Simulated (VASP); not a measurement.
# La3N (P4mm) in VASP: further runs, part 3 of 3

VASP 6.6.1.

## (6) Relaxation of cell and atoms, PBE

This run uses another cell than the first one, of 36.91 Å³/atom.

INCAR

```
ALGO = Normal
EDIFF = 1E-6
EDIFFG = -0.04
ENCUT = 600
GGA = PE
IBRION = 2
ISIF = 3
ISMEAR = 0
LASPH = T
LCHARG = F
LREAL = F
LWAVE = F
NELM = 60
NSW = 90
PREC = Accurate
SIGMA = 0.1
```

KPOINTS

```
k-points
0
Gamma
  4 4 4
```

POSCAR

```
La3N
1.0
    4.6510138065      0.0000000000      0.0000000000
    0.0000000000      4.6510138065      0.0000000000
    0.0000000000      0.0000000000      6.8248668045
La N
3 1
Direct
    0.5000000000      0.0000000000      0.1002492563
    0.0000000000      0.5000000000      0.1002492563
    0.5000000000      0.5000000000      0.6498894305
    0.5000000000      0.5000000000      0.9789767370
```

Potentials or basis: VASP PAW PBE potentials, release 64 (La, N).

On the command line:

```sh
> cat potpaw_PBE.64/La/POTCAR potpaw_PBE.64/N/POTCAR > POTCAR
> mpirun -np 1 vasp_std > vasp.out
```

Run time: 3.7 min. Hardware: 1 thread of AMD EPYC 9R45 (Zen 5), shared host; peak memory 0.3 GiB.

Results (log left out):

```
Free energy                           : -24.0559 eV
Relaxed volume                        : 36.97 Å³/atom
Relaxed cell                          : a = 4.678 Å, b = 4.678 Å, c = 6.756 Å, α = 90.00°, β = 90.00°, γ = 90.00°
Space group after relaxing (to 0.1 Å) : P4mm (No. 99)
Energy gained by relaxing             : 1.0 meV/atom
Ionic steps                           : 5
Pressure after relaxing               : -0.1 GPa
Largest force after relaxing          : 0.018 eV/Å
Band gap on the k mesh                : zero (bands 19 and 20 overlap by 0.43 eV)
```

Forces in eV/Å, atoms in the order of the input:
```
La   0.000  0.000 -0.001
La   0.000  0.000 -0.001
La   0.000  0.000 -0.015
N    0.000  0.000  0.018
```

Stress tensor (GPa, compression positive):
```
-0.04  0.00  0.00
 0.00 -0.04  0.00
 0.00  0.00 -0.12
```

The path:
```
step  energy change (eV)  largest force (eV/Å)  pressure (GPa)  volume (Å³)
   1              0.0000                0.0566            0.09       147.64
   2             -0.0026                0.0677           -0.01       148.09
   3             -0.0027                0.0891           -0.04       148.17
   4             -0.0034                0.0595           -0.06       148.05
   5             -0.0041                0.0178           -0.07       147.87
```

Final structure:
```xyz
4
Lattice="4.6783 0.0000 0.0000 0.0000 4.6783 0.0000 0.0000 0.0000 6.7560" Properties=species:S:1:pos:R:3 pbc="T T T"
La    2.3392    0.0000    0.6787
La    0.0000    2.3392    0.6787
La    2.3392    2.3392    4.3812
N     2.3392    2.3392    6.6206
```

Levels at points of the mesh, in eV from the Fermi level:
| k point | band 17 | band 18 | band 19 | band 20 | band 21 | band 22 |
| --- | --- | --- | --- | --- | --- | --- |
| (0.00, 0.00, 0.00) | -2.39 | -1.30 | -0.85 | -0.20 | 0.53 | 1.11 |
| (0.50, 0.00, 0.00) | -1.05 | -0.50 | -0.07 | 0.23 | 0.86 | 0.97 |
| (0.50, 0.50, 0.00) | -0.82 | -0.48 | -0.07 | 0.48 | 0.48 | 0.69 |
| (0.00, 0.00, 0.50) | -1.82 | -1.40 | -0.84 | -0.22 | 0.18 | 1.13 |
| (0.50, 0.00, 0.50) | -0.59 | -0.28 | -0.11 | 0.31 | 0.76 | 0.77 |
| (0.50, 0.50, 0.50) | -1.38 | 0.09 | 0.09 | 0.18 | 0.84 | 0.84 |

Caveat: spin-orbit coupling is left out, which moves the levels of the heavy elements.

## (7) Single point, PBE

This run uses another cell than the first one, of 36.96 Å³/atom.

INCAR

```
SYSTEM = La3N
  PREC = Accurate
  ENCUT = 520
  EDIFF = 1E-7
  ISMEAR = 0
  SIGMA = 0.1
  LREAL = .FALSE.
  LASPH = .TRUE.
  NELM = 60
  ALGO = Normal
  ISIF = 2
  LWAVE = .FALSE.
  LCHARG = .FALSE.
  GGA = PE
  NBANDS = 27
```

KPOINTS

```
regular mesh
0
G
  10 10 8
  0 0 0
```

POSCAR

```
La3N
1.0
    4.6897275664      0.0000000000      0.0000000000
    0.0000000000      4.6897275664      0.0000000000
    0.0000000000      0.0000000000      6.7218978413
La N
3 1
Direct
    0.5000000000      0.0000000000      0.1009488423
    0.0000000000      0.5000000000      0.1009488423
    0.5000000000      0.5000000000      0.6464519893
    0.5000000000      0.5000000000      0.9810150064
```

Potentials or basis: VASP PAW PBE potentials, release 64 (La, N).

On the command line:

```sh
> cat potpaw_PBE.64/La/POTCAR potpaw_PBE.64/N/POTCAR > POTCAR
> mpirun -np 1 vasp_std > vasp.out
```

OUTCAR:

```text
SYSTEM = La3N
   PREC = Accurate
   ENCUT = 520
   EDIFF = 1E-7
   ISMEAR = 0
   LREAL = .FALSE.
   LASPH = .TRUE.
   NELM = 60
   ISIF = 2
   GGA = PE

 ion  position               nearest neighbor table
   1  0.500  0.000  0.101-   4 2.48   4 2.48   2 3.32   2 3.32   2 3.32   2 3.32
   2  0.000  0.500  0.101-   4 2.48   4 2.48   1 3.32   1 3.32   1 3.32   1 3.32
   3  0.500  0.500  0.646-   4 2.25
   4  0.500  0.500  0.981-   3 2.25   2 2.48   1 2.48   1 2.48   2 2.48

  LATTYP: Found a simple tetragonal cell.
 ALAT       =     4.6897275664
 C/A-ratio  =     1.4333237371

  Lattice vectors:

 A1 = (   4.6897275664,   0.0000000000,   0.0000000000)
 A2 = (   0.0000000000,   4.6897275664,   0.0000000000)
 A3 = (   0.0000000000,   0.0000000000,   6.7218978413)

Analysis of symmetry for initial positions (statically):
=====================================================================
 Subroutine PRICEL returns:
 Original cell was already a primitive cell.

 Routine SETGRP: Setting up the symmetry group for a
 simple tetragonal supercell.

 Subroutine GETGRP returns: Found  8 space group operations
 (whereof  8 operations were pure point group operations)
 out of a pool of 16 trial point group operations.

The static configuration has the point symmetry C_4v.

Analysis of symmetry for dynamics (positions and initial velocities):
=====================================================================
 Subroutine PRICEL returns:
 Original cell was already a primitive cell.

 Routine SETGRP: Setting up the symmetry group for a
 simple tetragonal supercell.

 Subroutine GETGRP returns: Found  8 space group operations
 (whereof  8 operations were pure point group operations)
 out of a pool of 16 trial point group operations.

The dynamic configuration has the point symmetry C_4v.

 Subroutine INISYM returns: Found  8 space group operations
 (whereof  8 operations are pure point group operations),
[... 119 lines left out ...]
     AMIX     =   0.40;   BMIX     =  1.00
     AMIX_MAG =   1.60;   BMIX_MAG =  1.00
  volume/ion in A,a.u.               =      36.96       249.42
  Fermi-wavevector in a.u.,A,eV,Ry     =   1.040895  1.967007 14.741405  1.083463
  Thomas-Fermi vector in A             =   2.175491
   LORBIT       =      0    0 simple, 1 ext, 2 COOP (PROOUT), +10 PAW based schemes
   GGA     = PE    functional components
   LHFCALC =     F    Hartree Fock is set to
   AEXX    =    0.0000 exact exchange contribution
   IVDW    =     0    specifies the selected vdW correction
   LEPSILON=     F    determine dielectric tensor
   LRPA    =     F    only Hartree local field effects (RPA)
 non-spin polarized calculation
 Gauss-broadening in eV      SIGMA  =   0.10
  energy-cutoff  :      520.00
  volume of cell :      147.84
 maximum number of plane-waves:      4017
 NGX is ok and might be reduce to    36
   NGX = 17   NGY = 17   NGZ = 25

 number of electron      38.0000002 magnetization

 Free energy of the ion-electron system (eV)
  ---------------------------------------------------
  ext. energy  EPLUGINS =         0.00000000
  ---------------------------------------------------
  free energy    TOTEN  =       -24.02601146 eV

  energy without entropy =      -23.99462532  energy(sigma->0) =      -24.01031839

 E-fermi :   5.7348     XC(G=0):  -8.5602

 val. band max:        5.7347079640   @ k =   0.3000   0.1000   0.0000
 cond. band min:       5.7354771415   @ k =   0.3000   0.0000   0.3750
 fundamental gap:      0.0007691775
 Fermi energy:         5.7348285061

 k-point     1 :       0.0000    0.0000    0.0000
  band No.  band energies     occupation
      1     -27.7084      2.00000
      2     -27.2645      2.00000
      3     -26.7647      2.00000
      4     -12.3011      2.00000
      5     -11.7613      2.00000
      6     -11.7613      2.00000
[... 709 lines left out ...]
     26       7.0510      0.00000
     27       7.0896      0.00000

 [... further k-points ...]

------------------------ aborting loop because EDIFF is reached ----------------------------------------

  FORCE on cell =-STRESS in cart. coord.  units (eV):
  Direction    XX          YY          ZZ          XY          YZ          ZX
  --------------------------------------------------------------------------------------
  -------------------------------------------------------------------------------------
  Total       -0.0706255     -0.0706255     -0.0415309      0.0000000      0.0000000      0.0000000
  in kB       -0.7653944     -0.7653944     -0.4500855      0.0000000      0.0000000      0.0000000
  external PRESSURE =      -0.6602914 kB  Pullay stress =       0.0000000 kB

 VOLUME and BASIS-vectors are now :
 -----------------------------------------------------------------------------
  energy-cutoff  :      520.00
  volume of cell :      147.84
      direct lattice vectors                 reciprocal lattice vectors
     4.689727566  0.000000000  0.000000000     0.213232002  0.000000000  0.000000000
     0.000000000  4.689727566  0.000000000     0.000000000  0.213232002  0.000000000
     0.000000000  0.000000000  6.721897841     0.000000000  0.000000000  0.148767509

 POSITION                                       TOTAL-FORCE (eV/Angst)
 -----------------------------------------------------------------------------------
      2.34486      0.00000      0.67857         0.000000     -0.000000     -0.007707
      0.00000      2.34486      0.67857        -0.000000     -0.000000     -0.007707
      2.34486      2.34486      4.34538        -0.000000      0.000000      0.005250
      2.34486      2.34486      6.59428        -0.000000      0.000000      0.010164
 -----------------------------------------------------------------------------------
    total drift:                                0.000000      0.000000      0.005172

  FREE ENERGIE OF THE ION-ELECTRON SYSTEM (eV)
  ---------------------------------------------------
  free  energy   TOTEN  =       -24.0260114608 eV

  energy  without entropy=      -23.9946253218  energy(sigma->0) =      -24.01031839
```

OSZICAR:

```text
N       E                     dE             d eps       ncg     rms          rms(c)
DAV:   1     0.512247491319E+03    0.51225E+03   -0.13707E+04  5678   0.186E+03
[... 11 lines left out ...]
DAV:  13    -0.240261334741E+02    0.18578E-03   -0.12973E-03 10743   0.201E-01    0.630E-02
DAV:  14    -0.240260051867E+02    0.12829E-03   -0.90283E-04  9772   0.238E-01    0.151E-02
DAV:  15    -0.240260107837E+02   -0.55970E-05   -0.11779E-04 11313   0.708E-02    0.145E-02
DAV:  16    -0.240260140027E+02   -0.32190E-05   -0.12640E-05 11036   0.286E-02    0.144E-02
DAV:  17    -0.240260112926E+02    0.27101E-05   -0.17114E-05 10166   0.237E-02    0.346E-03
DAV:  18    -0.240260115009E+02   -0.20832E-06   -0.23443E-06 10420   0.860E-03    0.816E-04
DAV:  19    -0.240260114608E+02    0.40070E-07   -0.94896E-08  6436   0.376E-03
   1 F= -.24026011E+02 E0= -.24010318E+02  d E =-.313861E-01
```

It took 6.4 min on 1 thread of AMD EPYC 9R45 (Zen 5), shared host; peak memory 0.5 GiB.

Results:

```yaml
Free_energy: -24.0260 eV
Pressure: -0.1 GPa
Largest_force: 0.010 eV/Å
Band_gap_on_the_k_mesh: zero (bands 19 and 20 overlap by 0.41 eV)
```

Forces on the atoms (eV/Å):
```
La   0.000  0.000 -0.008
La   0.000  0.000 -0.008
La   0.000  0.000  0.005
N    0.000  0.000  0.010
```

Caveat: spin-orbit coupling is left out, which moves the levels of the heavy elements.

## (8) Overview

```csv
task,cell,k mesh,cutoff (eV),gap on the mesh (eV),pressure (GPa),relaxed volume (Å³/atom),largest force (eV/Å)
single point,"a = 4.046, b = 4.046, c = 7.768 Å, 4 atoms, atomic positions A",4 × 4 × 2,520,none,18.8,-,4.04
single point,"a = 4.651, b = 4.651, c = 6.825 Å, 4 atoms, atomic positions B",4 × 4 × 2,520,none,0.1,-,0.02
single point,"a = 4.691, b = 4.691, c = 6.748 Å, 4 atoms, atomic positions C",4 × 4 × 4,520,none,-0.2,-,0.01
relaxation of cell and atoms,"relaxed from a = 4.046, b = 4.046, c = 7.768 Å, 4 atoms, atomic positions A",4 × 4 × 2,600,none,0.0,33.00,0.02
relaxation of cell and atoms,"relaxed from a = 4.651, b = 4.651, c = 6.825 Å, 4 atoms, atomic positions B",4 × 4 × 4,600,none,-0.1,36.97,0.02
single point,"a = 4.690, b = 4.690, c = 6.722 Å, 4 atoms, atomic positions D",10 × 10 × 8,520,none,-0.1,-,0.01
```

Alike in all rows: level PBE; potentials or basis VASP PAW PBE potentials, release 64 (La, N); no spin polarisation; smearing gaussian 0.1 eV.

Caveats: some runs use coarse meshes; spin-orbit coupling is left out, which moves the levels of the heavy elements; forces of over 1 eV/Å act on the atoms, so gaps and moduli don't describe the material at rest (at least some runs); a cell axis changed by over 15 % at a fixed basis, so the end point is rough (at least some runs).

Total energies depend on the potentials used, so only differences within one code and one set of settings carry meaning.

The gap in the log of VASP goes by the Fermi energy; the results here count the filled bands.